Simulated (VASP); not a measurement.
# Al16CN14 (a cell with a defect) (C_N-V_N): single point with PBE

Crystal: Al16CN14 (a cell with a defect) (C_N-V_N).

```xyz
31
Lattice="6.2595 0.0000 0.0000 -3.1298 5.4209 0.0000 0.0000 0.0000 10.0348" Properties=species:S:1:pos:R:3 pbc="T T T"
Al    1.5535    0.9895    2.5886
Al    0.0019    1.8001    5.0294
Al    1.5776    0.9432    7.5058
Al   -0.0216    1.7982   10.0399
Al    0.0601    3.5661    2.6043
Al   -1.5341    4.5349    5.0655
Al    0.0425    3.5969    7.5003
Al   -1.5709    4.5135    9.6208
Al    4.6633    0.8937    2.5517
Al    3.1759    1.8252    5.0337
Al    4.7058    0.9046    7.5336
Al    3.1290    1.7887   10.0184
Al    2.9662    3.5142    2.5592
Al    1.5985    4.5498    5.0333
Al    3.1168    3.5998    7.4639
Al    1.5515    4.5274   10.0136
N     1.5868    0.9210    4.4335
N    -0.0201    1.7917    1.9178
N     1.5391    0.9290    9.4445
N     0.0187    1.7980    6.9257
N     0.0123    3.6358    4.4509
N     0.0023    3.5982    9.4356
N    -1.5268    4.5242    7.0270
N     4.6965    0.9166    4.4224
N     3.1017    1.7641    1.8733
N     4.6832    0.9088    9.4387
N     3.1580    1.7896    6.9488
N     1.5246    4.5163    1.8732
N     3.0948    3.6001    9.4411
N     1.5798    4.5242    6.9459
C     3.1738    3.6536    4.4121
```

| Quantity | Value |
| --- | --- |
| Program | VASP 6.6.1 |
| Task | single point |
| Functional | PBE |
| Potentials or basis | VASP PAW PBE potentials, release 64 (Al, N, C) |
| Cutoff | 520 eV |
| k mesh | 1 × 1 × 1, shifted |
| Occupations | gaussian, width 0.01 eV |
| Spin | collinear spin |
| Fixed moment | 1 μB |
| Dipole correction | no |
| Charge | 1 |
| Further INCAR settings | LREAL = Auto; ALGO = Normal; EDIFF = 1e-07; NBANDS = 86; NELECT = 121.0 |

```json
{"Largest force": "0.277 eV/Å", "Net moment": "1.00 μB per cell", "Site moments": "Al +0.03, +0.00, -0.00, +0.04, +0.01; N +0.01, +0.03, +0.00, -0.00; C +0.07 μB", "Valence electrons inside the program's atomic spheres": "Al 0.78, 0.79, 0.81, 0.80, 0.77, 0.83, 0.82; N 3.83, 3.82, 3.85, 3.86; C 2.53"}
```

Forces in eV/Å, atoms in the order of the input:
```
Al  -0.095 -0.072  0.032
Al  -0.122  0.056 -0.017
Al   0.103 -0.089 -0.002
Al  -0.111  0.075  0.042
Al   0.090 -0.049 -0.150
Al  -0.105  0.122 -0.017
Al   0.129 -0.084 -0.014
Al  -0.210  0.071  0.040
Al   0.156 -0.089  0.000
Al  -0.130  0.038 -0.006
Al   0.147 -0.077  0.015
Al  -0.106  0.083 -0.057
Al   0.051  0.135  0.025
Al  -0.113  0.088 -0.001
Al   0.135 -0.058  0.029
Al  -0.103  0.047  0.045
N    0.146 -0.123  0.127
N   -0.062  0.150  0.039
N    0.162 -0.094 -0.042
N   -0.185  0.122  0.013
N    0.161 -0.065 -0.046
N    0.213 -0.158  0.081
N   -0.189  0.112 -0.009
N    0.167 -0.080 -0.017
N    0.039 -0.008 -0.067
N    0.161 -0.092 -0.007
N   -0.205  0.110 -0.038
N   -0.219 -0.004  0.001
N    0.174 -0.031 -0.072
N   -0.206  0.104  0.035
C    0.128 -0.141  0.039
```

It took 11 min on 1 thread of Intel(R) Xeon(R) Platinum 8488C (Sapphire Rapids) (shared host), peak memory 0.69 GiB.

Caveat: the k points lie up to 1.16 Å⁻¹ apart; the cell carries a net charge on a neutralising background, which shifts energy and pressure; the total moment is fixed, so each spin has its own Fermi level.
